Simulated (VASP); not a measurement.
# MoS (P-6m2) in VASP: a series of runs

Runs on MoS. Level: PBE. Tasks: single point, relaxation of cell and atoms.

Program: VASP 6.6.1. These are calculated values, not measurements. Logs are shortened: lines on timing, memory, paths and dates and some standing lists are left out, and cuts for length are marked.

## (1) The cell of the first run

Symmetry: P-6m2, No. 187, hexagonal system. Conventional cell: a = 3.205 Å, b = 3.205 Å, c = 3.281 Å, α = 90.00°, β = 90.00°, γ = 120.00°. Mo (site symmetry -6m2) has 6 S at 2.47 Å and 8 Mo at 3.21 to 3.28 Å within 3.3 Å. S (site symmetry -6m2) has 6 Mo at 2.47 Å and 8 S at 3.21 to 3.28 Å within 3.3 Å.

## (2) Single point, PBE

The input, INCAR:

```
PREC = Accurate ; ENCUT = 520
EDIFF = 1E-6 ; ISMEAR = 0
SIGMA = 0.1 ; LREAL = F
LASPH = T ; NELM = 100
ALGO = Normal ; ISIF = 2
LWAVE = F ; LCHARG = F
GGA = PE ; NBANDS = 17
```

The input, KPOINTS:

```
Automatic mesh
0
Gamma
  18 18 18
```

The input, POSCAR:

```
MoS
1.0
    3.2053395886      0.0000000000      0.0000000000
   -1.6026697943      2.7759055115      0.0000000000
    0.0000000000      0.0000000000      3.2812253624
Mo S
1 1
Direct
    0.6666666667      0.3333333333      0.5000000000
    0.3333333333      0.6666666667      0.0000000000
```

Potentials or basis: VASP PAW PBE potentials, release 64 (Mo_sv, S).

Command:

```sh
$ cat potpaw_PBE.64/Mo_sv/POTCAR potpaw_PBE.64/S/POTCAR > POTCAR
$ mpirun -np 1 vasp_std > vasp.out
```

OUTCAR:

```text
PREC = Accurate
   ENCUT = 520
   EDIFF = 1E-6
   ISMEAR = 0
   LREAL = F
   LASPH = T
   NELM = 100
   ISIF = 2
   GGA = PE

 ion  position               nearest neighbor table
   1  0.667  0.333  0.500-   2 2.47   2 2.47   2 2.47   2 2.47   2 2.47   2 2.47
   2  0.333  0.667  0.000-   1 2.47   1 2.47   1 2.47   1 2.47   1 2.47   1 2.47

  LATTYP: Found a hexagonal cell.
 ALAT       =     3.2053395886
 C/A-ratio  =     1.0236748000

  Lattice vectors:

 A1 = (   3.2053395886,   0.0000000000,   0.0000000000)
 A2 = (  -1.6026697943,   2.7759055115,   0.0000000000)
 A3 = (   0.0000000000,   0.0000000000,   3.2812253624)

Analysis of symmetry for initial positions (statically):
=====================================================================
 Subroutine PRICEL returns:
 Original cell was already a primitive cell.

 Routine SETGRP: Setting up the symmetry group for a
 hexagonal supercell.

 Subroutine GETGRP returns: Found 12 space group operations
 (whereof 12 operations were pure point group operations)
 out of a pool of 24 trial point group operations.

The static configuration has the point symmetry D_3h.

Analysis of symmetry for dynamics (positions and initial velocities):
=====================================================================
 Subroutine PRICEL returns:
 Original cell was already a primitive cell.

 Routine SETGRP: Setting up the symmetry group for a
 hexagonal supercell.

 Subroutine GETGRP returns: Found 12 space group operations
 (whereof 12 operations were pure point group operations)
 out of a pool of 24 trial point group operations.

The dynamic configuration has the point symmetry D_3h.

 Subroutine INISYM returns: Found 12 space group operations
 (whereof 12 operations are pure point group operations),
 and found     1 'primitive' translations

----------------------------------------------------------------------------------------

                                     Primitive cell

  volume of cell :      29.1954

  direct lattice vectors                    reciprocal lattice vectors
     3.205339589  0.000000000  0.000000000     0.311979424  0.180121405  0.000000000
    -1.602669794  2.775905511  0.000000000     0.000000000  0.360242809  0.000000000
     0.000000000  0.000000000  3.281225362     0.000000000  0.000000000  0.304764193

  length of vectors
[... 79 lines left out ...]
   LASPH  =      T    aspherical Exc in radial PAW
   ENCUT  =  520.0 eV  38.22 Ry    6.18 a.u.   5.96  5.96  6.10*2*pi/ulx,y,z
   NELM   =    100;   NELMIN=  2; NELMDL= -5     # of ELM steps
   EDIFF  = 0.1E-05   stopping-criterion for ELM
   LREAL  =      F    real-space projection
   EDIFFG = 0.1E-04   stopping-criterion for IOM
   NSW    =      0    number of steps for IOM
   IBRION =     -1    ionic relax: 0-MD 1-quasi-New 2-CG
   NFREE  =      0    steps in history (QN), initial steepest desc. (CG)
   ISIF   =      2    stress and relaxation
   ISYM   =      2    0-nonsym 1-usesym 2-fastsym
   POTIM  = 0.5000    time-step for ionic-motion
   TEBEG  =    0.0;   TEEND  =   0.0 temperature during run
   PSTRESS=    0.0 pullay stress
   NELECT =      20.0000    total number of electrons
   NUPDOWN=      -1.0000    fix difference up-down
   EMIN   =  10.00;   EMAX   =-10.00  energy-range for DOS
   EFERMI =   0.00;   METHOD = LEGACY
   ISMEAR =     0;   SIGMA  =   0.10  broadening in eV -4-tet -1-fermi 0-gaus
   EFERMI_NEDOS =   21; number of points for ismear=-14 and -15
   IALGO  =     38    algorithm
   IMIX   =      4    mixing-type and parameters
     AMIX     =   0.40;   BMIX     =  1.00
     AMIX_MAG =   1.60;   BMIX_MAG =  1.00
  volume/ion in A,a.u.               =      14.60        98.51
  Fermi-wavevector in a.u.,A,eV,Ry     =   1.443156  2.727169 28.336838  2.082699
  Thomas-Fermi vector in A             =   2.561595
   LORBIT       =      0    0 simple, 1 ext, 2 COOP (PROOUT), +10 PAW based schemes
   GGA     = PE    functional components
   LHFCALC =     F    Hartree Fock is set to
   AEXX    =    0.0000 exact exchange contribution
   IVDW    =     0    specifies the selected vdW correction
   LEPSILON=     F    determine dielectric tensor
   LRPA    =     F    only Hartree local field effects (RPA)
 non-spin polarized calculation
 Gauss-broadening in eV      SIGMA  =   0.10
  energy-cutoff  :      520.00
  volume of cell :       29.20
 maximum number of plane-waves:       813
 NGX is ok and might be reduce to    24
   NGX = 11   NGY = 11   NGZ = 13

 number of electron      19.9999996 magnetization

 Free energy of the ion-electron system (eV)
  ---------------------------------------------------
  ext. energy  EPLUGINS =         0.00000000
  ---------------------------------------------------
  free energy    TOTEN  =       -15.55228359 eV

  energy without entropy =      -15.54279291  energy(sigma->0) =      -15.54753825

 E-fermi :  12.3834     XC(G=0): -12.5584

 val. band max:       12.3815462544   @ k =   0.3333   0.1111   0.0000
 cond. band min:      12.3862047939   @ k =   0.1667   0.1111   0.2778
 fundamental gap:      0.0046585395
 Fermi energy:        12.3833999786

 k-point     1 :       0.0000    0.0000    0.0000
  band No.  band energies     occupation
      1     -49.3939      2.00000
      2     -23.6152      2.00000
      3     -23.3029      2.00000
      4     -23.3029      2.00000
      5      -4.6070      2.00000
      6       7.6461      2.00000
[... 457 lines left out ...]
      4     -23.4084      2.00000
      5      -2.6566      2.00000
      6       3.7544      2.00000
[... 9 lines left out ...]
     16      22.3073      0.00000
     17      23.6639      0.00000

 [... further k-points ...]

------------------------ aborting loop because EDIFF is reached ----------------------------------------

  FORCE on cell =-STRESS in cart. coord.  units (eV):
  Direction    XX          YY          ZZ          XY          YZ          ZX
  --------------------------------------------------------------------------------------
  -------------------------------------------------------------------------------------
  Total        0.0145204      0.0145204      0.0483884      0.0000000      0.0000000      0.0000000
  in kB        0.7968443      0.7968443      2.6554408      0.0000000      0.0000000      0.0000000
  external PRESSURE =       1.4163765 kB  Pullay stress =       0.0000000 kB

 VOLUME and BASIS-vectors are now :
 -----------------------------------------------------------------------------
  energy-cutoff  :      520.00
  volume of cell :       29.20
      direct lattice vectors                 reciprocal lattice vectors
     3.205339589  0.000000000  0.000000000     0.311979424  0.180121405  0.000000000
    -1.602669794  2.775905511  0.000000000     0.000000000  0.360242809  0.000000000
     0.000000000  0.000000000  3.281225362     0.000000000  0.000000000  0.304764193

 POSITION                                       TOTAL-FORCE (eV/Angst)
 -----------------------------------------------------------------------------------
      1.60267      0.92530      1.64061         0.000000     -0.000000      0.000000
     -0.00000      1.85060      0.00000        -0.000000      0.000000      0.000000
 -----------------------------------------------------------------------------------
    total drift:                               -0.000000      0.000000      0.000000

  FREE ENERGIE OF THE ION-ELECTRON SYSTEM (eV)
  ---------------------------------------------------
  free  energy   TOTEN  =       -15.5522835900 eV

  energy  without entropy=      -15.5427929083  energy(sigma->0) =      -15.54753825
```

OSZICAR:

```text
N       E                     dE             d eps       ncg     rms          rms(c)
DAV:   1     0.159774283842E+03    0.15977E+03   -0.12182E+04 12628   0.117E+03
DAV:   2    -0.122708132574E+02   -0.17205E+03   -0.16834E+03 15389   0.337E+02
DAV:   3    -0.162356852518E+02   -0.39649E+01   -0.39242E+01 14477   0.498E+01
DAV:   4    -0.162590758717E+02   -0.23391E-01   -0.23376E-01 16084   0.416E+00
DAV:   5    -0.162592632076E+02   -0.18734E-03   -0.18733E-03 14931   0.362E-01    0.199E+01
DAV:   6    -0.155881079001E+02    0.67116E+00   -0.26458E+00 13132   0.128E+01    0.777E+00
DAV:   7    -0.155588851366E+02    0.29223E-01   -0.14784E-01 13238   0.303E+00    0.456E+00
DAV:   8    -0.155524728436E+02    0.64123E-02   -0.30700E-02 14609   0.126E+00    0.368E-01
DAV:   9    -0.155522426889E+02    0.23015E-03   -0.98279E-04 14086   0.251E-01    0.215E-01
DAV:  10    -0.155522751687E+02   -0.32480E-04   -0.28637E-04 15133   0.139E-01    0.578E-02
DAV:  11    -0.155522836950E+02   -0.85263E-05   -0.16206E-05 14207   0.324E-02    0.129E-02
DAV:  12    -0.155522835900E+02    0.10499E-06   -0.50138E-07  9192   0.546E-03
   1 F= -.15552284E+02 E0= -.15547538E+02  d E =-.949068E-02
```

stdout:

```text
POSCAR found type information on POSCAR MoS
 POSCAR found :  2 types and       2 ions
 scaLAPACK will be used
 LDA part: xc-table for (Slater+PW92), standard interpolation
 POSCAR, INCAR and KPOINTS ok, starting setup
 FFT: planning ... GRIDC
 FFT: planning ... GRID_SOFT
 FFT: planning ... GRID
 WAVECAR not read
 entering main loop
```

Run time: 34 s. Hardware: 1 thread of Intel Xeon 6975P-C (Granite Rapids), shared host; peak memory 0.28 GiB.

Results:

```
Free energy            : -15.5523 eV
Pressure               : 0.1 GPa
Band gap on the k mesh : zero (band 10 reaches 13.35 eV, above the bottom of band 11 at 10.69 eV)
```

## (3) Single point, PBE

The input, INCAR:

```
SYSTEM = MoS
  PREC = Accurate
  ENCUT = 520
  EDIFF = 1E-6
  ISMEAR = 0
  SIGMA = 0.1
  LREAL = .FALSE.
  LASPH = .TRUE.
  NELM = 100
  ALGO = Normal
  ISIF = 2
  LWAVE = .FALSE.
  LCHARG = .FALSE.
  GGA = PE
  NBANDS = 17
```

The input, KPOINTS:

```
regular mesh
0
G
  18 18 18
  0 0 0
```

POSCAR is that of step 2.

Potentials or basis: VASP PAW PBE potentials, release 64 (Mo_sv, S).

Command:

```sh
$ cat potpaw_PBE.64/Mo_sv/POTCAR potpaw_PBE.64/S/POTCAR > POTCAR
$ mpirun -np 1 vasp_std > vasp.out
```

Wall time 34 s (1 thread of Intel Xeon 6975P-C (Granite Rapids), shared host); peak memory 0.28 GiB.

Results (log left out):

| Item | Value |
| --- | --- |
| Free energy | -15.5523 eV |
| Pressure | 0.1 GPa |
| Band gap on the k mesh | zero (band 10 reaches 13.35 eV, above the bottom of band 11 at 10.69 eV) |

Stress tensor (GPa, compression positive):
```
0.08 0.00 0.00
0.00 0.08 0.00
0.00 0.00 0.27
```

Levels at points of the mesh, in eV from the Fermi level:
```
           k point  band 8  band 9  band 10  band 11  band 12  band 13
(0.00, 0.00, 0.00)   -4.69   -4.01    -0.33    -0.33     1.58     1.58
(0.50, 0.00, 0.00)   -4.23   -3.91    -1.08     1.16     1.38     2.30
(0.00, 0.00, 0.50)   -4.24   -2.16    -2.16    -0.14     0.70     0.70
(0.50, 0.00, 0.50)   -6.03   -2.04     0.97     0.98     1.50     4.04
```

## (4) Relaxation of cell and atoms, PBE

This run uses another cell than the first one, of 14.65 Å³/atom, 1.004 times its volume.

The input, INCAR:

```
SYSTEM = MoS
ALGO = Normal
EDIFF = 1E-7
EDIFFG = -0.01
ENCUT = 600
GGA = PE
IBRION = 2
ISIF = 3
ISMEAR = 0
LASPH = .True.
LCHARG = .False.
LREAL = .False.
LWAVE = .False.
NELM = 80
NSW = 100
PREC = Accurate
SIGMA = 0.1
```

The input, KPOINTS:

```
k-points
0
Gamma
  18 18 18
  0 0 0
```

The input, POSCAR:

```
MoS
1.0
    3.2550938074      0.0000000000      0.0000000000
   -1.6275469037      2.8189939289      0.0000000000
    0.0000000000      0.0000000000      3.1930360488
Mo S
1 1
Direct
    0.6666666667      0.3333333333      0.5000000000
    0.3333333333      0.6666666667      0.0000000000
```

Potentials or basis: VASP PAW PBE potentials, release 64 (Mo_sv, S).

Command:

```sh
$ cat potpaw_PBE.64/Mo_sv/POTCAR potpaw_PBE.64/S/POTCAR > POTCAR
$ mpirun -np 1 vasp_std > vasp.out
```

OUTCAR:

```text
SYSTEM = MoS
   EDIFF = 1E-7
   EDIFFG = -0.01
   ENCUT = 600
   GGA = PE
   IBRION = 2
   ISIF = 3
   ISMEAR = 0
   LASPH = .True.
   LREAL = .False.
   NELM = 80
   NSW = 100
   PREC = Accurate

 ion  position               nearest neighbor table
   1  0.667  0.333  0.500-   2 2.47   2 2.47   2 2.47   2 2.47   2 2.47   2 2.47
   2  0.333  0.667  0.000-   1 2.47   1 2.47   1 2.47   1 2.47   1 2.47   1 2.47

  LATTYP: Found a hexagonal cell.
 ALAT       =     3.2550938074
 C/A-ratio  =     0.9809351858

  Lattice vectors:

 A1 = (   3.2550938074,   0.0000000000,   0.0000000000)
 A2 = (  -1.6275469037,   2.8189939289,   0.0000000000)
 A3 = (   0.0000000000,   0.0000000000,   3.1930360488)

Analysis of symmetry for initial positions (statically):
=====================================================================
 Subroutine PRICEL returns:
 Original cell was already a primitive cell.

 Routine SETGRP: Setting up the symmetry group for a
 hexagonal supercell.

 Subroutine GETGRP returns: Found 12 space group operations
 (whereof 12 operations were pure point group operations)
 out of a pool of 24 trial point group operations.

The static configuration has the point symmetry D_3h.

Analysis of symmetry for dynamics (positions and initial velocities):
=====================================================================
 Subroutine PRICEL returns:
 Original cell was already a primitive cell.

 Routine SETGRP: Setting up the symmetry group for a
 hexagonal supercell.

 Subroutine GETGRP returns: Found 12 space group operations
 (whereof 12 operations were pure point group operations)
 out of a pool of 24 trial point group operations.

The dynamic configuration has the point symmetry D_3h.

 Subroutine INISYM returns: Found 12 space group operations
 (whereof 12 operations are pure point group operations),
 and found     1 'primitive' translations

----------------------------------------------------------------------------------------

                                     Primitive cell

[... 136 lines left out ...]
  ext. energy  EPLUGINS =         0.00000000
  ---------------------------------------------------
  free energy    TOTEN  =       -15.54601594 eV

  energy without entropy =      -15.53611567  energy(sigma->0) =      -15.54106580

------------------------ aborting loop because EDIFF is reached ----------------------------------------

  FORCE on cell =-STRESS in cart. coord.  units (eV):
  Direction    XX          YY          ZZ          XY          YZ          ZX
  --------------------------------------------------------------------------------------
  -------------------------------------------------------------------------------------
  Total       -0.0924179     -0.0924179      0.4574689      0.0000000      0.0000000     -0.0000000
  in kB       -5.0536510     -5.0536510     25.0155839      0.0000000      0.0000000     -0.0000000
  external PRESSURE =       4.9694273 kB  Pullay stress =       0.0000000 kB
[... 239 lines left out ...]
--------------------------------------- Ionic step        8  -------------------------------------------

 number of electron      20.0000001 magnetization

 Free energy of the ion-electron system (eV)
  ---------------------------------------------------
  ext. energy  EPLUGINS =         0.00000000
  ---------------------------------------------------
  free energy    TOTEN  =       -15.55301618 eV

  energy without entropy =      -15.54355952  energy(sigma->0) =      -15.54828785

 E-fermi :  12.3713     XC(G=0): -12.5575

 val. band max:       12.3630620899   @ k =   0.3333   0.3333   0.1111
 cond. band min:      12.3719608556   @ k =   0.1111  -0.0000   0.5000
 fundamental gap:      0.0088987657
 Fermi energy:        12.3713157857

 k-point     1 :       0.0000    0.0000    0.0000
  band No.  band energies     occupation
      1     -49.4010      2.00000
      2     -23.6238      2.00000
      3     -23.3087      2.00000
      4     -23.3087      2.00000
      5      -4.6093      2.00000
      6       7.6638      2.00000
      7       7.6638      2.00000
      8       7.6927      2.00000
      9       8.3480      2.00000
     10      12.0444      2.00000
     11      12.0444      2.00000
     12      13.9460      0.00000
     13      13.9460      0.00000
     14      15.3518      0.00000
[... 377 lines left out ...]
      1     -49.3661      2.00000
      2     -23.6460      2.00000
      3     -23.5713      2.00000
      4     -23.4149      2.00000
      5      -2.6514      2.00000
      6       3.7522      2.00000
      7       6.4275      2.00000
      8       7.2532      2.00000
      9       9.3223      2.00000
     10      10.9412      2.00000
     11      12.7581      0.00000
     12      13.6964      0.00000
     13      15.1905      0.00000
     14      17.4742      0.00000

 [... further k-points ...]

------------------------ aborting loop because EDIFF is reached ----------------------------------------

  FORCE on cell =-STRESS in cart. coord.  units (eV):
  Direction    XX          YY          ZZ          XY          YZ          ZX
  --------------------------------------------------------------------------------------
  -------------------------------------------------------------------------------------
  Total       -0.0010010     -0.0010010     -0.0024128      0.0000000      0.0000000      0.0000000
  in kB       -0.0549156     -0.0549156     -0.1323641      0.0000000      0.0000000      0.0000000
  external PRESSURE =      -0.0807317 kB  Pullay stress =       0.0000000 kB
[... 17 lines left out ...]
  FREE ENERGIE OF THE ION-ELECTRON SYSTEM (eV)
  ---------------------------------------------------
  free  energy   TOTEN  =       -15.5530161757 eV

  energy  without entropy=      -15.5435595236  energy(sigma->0) =      -15.54828785

 reached required accuracy - stopping structural energy minimisation
```

OSZICAR:

```text
N       E                     dE             d eps       ncg     rms          rms(c)
DAV:   1     0.178448273614E+03    0.17845E+03   -0.13398E+04 10368   0.159E+03
DAV:   2    -0.110549024889E+02   -0.18950E+03   -0.18661E+03 12262   0.405E+02
DAV:   3    -0.161934888015E+02   -0.51386E+01   -0.50531E+01 13328   0.644E+01
[... 74 lines left out ...]
DAV:   3    -0.155530191869E+02    0.40120E-04   -0.88249E-05 12934   0.745E-02    0.127E-02
DAV:   4    -0.155530171171E+02    0.20697E-05   -0.55347E-06 11446   0.208E-02    0.697E-03
DAV:   5    -0.155530163651E+02    0.75205E-06   -0.78861E-07 12654   0.672E-03    0.201E-03
DAV:   6    -0.155530162314E+02    0.13369E-06   -0.46062E-08  5558   0.174E-03    0.796E-04
DAV:   7    -0.155530161757E+02    0.55708E-07   -0.49677E-09  5234   0.673E-04
   8 F= -.15553016E+02 E0= -.15548288E+02  d E =-.162545E-03
```

CONTCAR:

```text
MoS
   1.00000000000000
     3.2025623619675567   -0.0000000000000000   -0.0000000000000000
    -1.6012811809837784    2.7735003626584613   -0.0000000000000001
    -0.0000000000000000    0.0000000000000000    3.2879700966492389
  Mo              S
     1     1
Direct
     0.6666666667000030    0.3333333332999970    0.5000000000000000
     0.3333333332999970    0.6666666667000030    1.0000000000000000

  0.00000000E+00  0.00000000E+00  0.00000000E+00
  0.00000000E+00  0.00000000E+00  0.00000000E+00
```

Run time: 5.3 min. Hardware: 1 thread of Intel Xeon 6975P-C (Granite Rapids), shared host; peak memory 0.33 GiB.

Results:

| Property | Result |
| --- | --- |
| Free energy | -15.5530 eV |
| Relaxed volume | 14.60 Å³/atom |
| Relaxed cell | a = 3.203 Å, b = 3.203 Å, c = 3.288 Å, α = 90.00°, β = 90.00°, γ = 120.00° |
| Space group after relaxing (to 0.05 Å) | P-6m2 (No. 187) |
| Energy gained by relaxing | 3.5 meV/atom |
| Ionic steps | 8 |
| Pressure after relaxing | 0.0 GPa |
| Band gap on the k mesh | zero (band 10 reaches 13.33 eV, above the bottom of band 11 at 10.66 eV) |

Step by step:
| step | energy change (eV) | largest force (eV/Å) | pressure (GPa) | volume (Å³) |
| --- | --- | --- | --- | --- |
| 1 | 0.0000 | 0.0000 | 0.50 | 29.30 |
| 2 | -0.0032 | 0.0000 | -1.13 | 29.49 |
| 3 | -0.0033 | 0.0000 | -1.62 | 29.55 |
| 4 | -0.0054 | 0.0000 | -0.93 | 29.42 |
| 5 | -0.0068 | 0.0000 | 0.34 | 29.18 |
| 6 | -0.0068 | 0.0000 | 0.41 | 29.16 |
| 7 | -0.0070 | 0.0000 | 0.13 | 29.19 |
| 8 | -0.0070 | 0.0000 | -0.01 | 29.20 |

Final structure:
```
Mo S
1.0
     3.20256    0.00000    0.00000
    -1.60128    2.77350    0.00000
     0.00000    0.00000    3.28797
Mo S
1 1
Cartesian
  1.6013 0.9245 1.6440
  0.0000 1.8490 3.2880
```

Levels at points of the mesh, in eV from the Fermi level:
```csv
k point,band 8,band 9,band 10,band 11,band 12,band 13
"(0.00, 0.00, 0.00)",-4.68,-4.02,-0.33,-0.33,1.57,1.57
"(0.50, 0.00, 0.00)",-4.22,-3.89,-1.08,1.17,1.40,2.30
"(0.00, 0.00, 0.50)",-4.21,-2.15,-2.15,-0.17,0.72,0.72
"(0.50, 0.00, 0.50)",-6.01,-2.04,0.96,1.00,1.50,4.04
```
